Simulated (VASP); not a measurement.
Co, 1 atom in the cell. Symmetry: Fm-3m, No. 225, cubic system. Conventional cell: a = 3.455 Å, b = 3.455 Å, c = 3.455 Å, α = 90.00°, β = 90.00°, γ = 90.00°. Within 3.2 Å of Co (site symmetry m-3m) lie 12 Co at 2.44 Å. 

```yaml
Program: VASP 6.6.1
Task: single point
Functional: PBE
Potentials_or_basis: VASP PAW PBE potentials, release 64 (Co)
Cutoff: 600 eV
k_mesh: 4 × 4 × 4
Occupations: fermi-dirac, width 0.1 eV
Spin: no spin polarisation
Dipole_correction: no
Further_INCAR_settings: ALGO = Normal; EDIFF = 1e-06; NBANDS = 10
```

Potentials or basis: VASP PAW PBE potentials, release 64 (Co).

Command:

```console
$ cat potpaw_PBE.64/Co/POTCAR > POTCAR
$ mpirun -np 1 vasp_std > vasp.out
```

Hardware: 1 thread of AMD EPYC 7R13, on a shared host.

Problem. Estimate the wall time of this run.

Solution. Run time: 4.6 s on 1 thread of AMD EPYC 7R13 (shared host), peak memory 0.09 GiB. Counts: scf iterations 12, k points 8.
